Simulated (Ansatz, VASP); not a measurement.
# Two plane-wave programs on Cd3Hg2S5

```xyz
10
Lattice="0.0005 -4.2257 -0.0012 4.2237 -0.0004 -0.0047 -2.1281 2.1197 14.8099" Properties=species:S:1:pos:R:3 pbc="T T T"
Cd    2.1044   -2.1189    5.9310
Cd    0.0031    0.0014    8.8703
Cd    2.1098   -2.1068   -0.0010
Hg    2.0999   -2.1215   11.8402
Hg   -0.0066    0.0238    2.9655
S     2.1120   -0.0048    7.3992
S    -0.0107   -2.1126   10.3297
S     2.0935   -0.0038   13.3468
S     2.1037    0.0050    1.4582
S    -0.0084   -2.0975    4.4743
```

Change from the starting cell: cell x1, atoms moved at random (sigma 0.1 Å) and cell strained at random (1.5 %), then relaxed without symmetry.

Alike in both runs: functional PBE; k mesh 4 × 4 × 4; occupations gaussian, width 0.1 eV; no spin polarisation.

Ansatz relaxed the structure, and its values are those at the end. VASP's run is a single point on that final structure, the one shown.

|  | VASP | Ansatz |
| --- | --- | --- |
| version | VASP 6.6.1 | Ansatz 0.2.0 |
| potentials or method | VASP PAW PBE potentials, release 64 (Cd, Hg, S), cutoff 520 eV | scalar-relativistic, plane waves, PAW |
| valence electrons in the cell | 90 | 130 |

```tsv
	VASP	Ansatz	Ansatz less VASP
gap on the k mesh at the Fermi level (eV)	0.36	0.36	0.000
least direct gap on the mesh (eV)	0.36	0.36	0.000
pressure (GPa)	0.2	-0.1	-0.26
rms of the force components (eV/Å)	0.009	0.008	-0.0006
```

VASP's potentials hold 90 valence electrons a cell and Ansatz's 130, so a difference there can come from the potentials and not from the codes.

Neither program's run includes spin-orbit coupling.
